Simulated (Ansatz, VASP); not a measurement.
## One calculation of MgCd3Te2, two programs

```xyz
6
Lattice="6.5060 0.0000 0.0000 -3.2530 5.6343 0.0000 0.0000 0.0000 3.8825" Properties=species:S:1:pos:R:3 pbc="T T T"
Mg    0.0000    0.0000    0.0000
Cd    3.2530    0.0000    1.9412
Cd    1.6265    2.8172    1.9412
Cd   -1.6265    2.8172    1.9412
Te    0.0000    3.7562    0.0000
Te    3.2530    1.8781    0.0000
```

Change from the starting cell: species swapped into the GdCo3B2 type (P6/mmm, No. 191).

Alike in both runs: task relaxation of cell and atoms; functional PBE; k mesh 3 × 3 × 4; occupations gaussian, width 0.1 eV; no spin polarisation.

|  | VASP | Ansatz |
| --- | --- | --- |
| version | VASP 6.6.1 | Ansatz 0.2.0 |
| potentials or method | VASP PAW PBE potentials, release 64 (Mg, Cd, Te), cutoff 600 eV | scalar-relativistic, plane waves, PAW |
| valence electrons in the cell | 50 | 102 |

```csv
,VASP,Ansatz,Ansatz less VASP
"gap on the k mesh at the Fermi level, each at its own relaxed structure (eV)",none,none,-
relaxed volume (Å³/atom),33.58,33.22,-0.370
relaxed cell length with the largest relative difference (Å),7.261,7.211,-0.0501
```

A gap of «none» marks a metal or a gap that the smearing closes. VASP's potentials hold 50 valence electrons a cell and Ansatz's 102, so a difference there can come from the potentials and not from the codes.

The k mesh is coarse, so the values compare programs but aren't converged. Neither program's run includes spin-orbit coupling. Noted on VASP's run: the volume moved by over 15 % at a fixed basis, so the end points are rough.
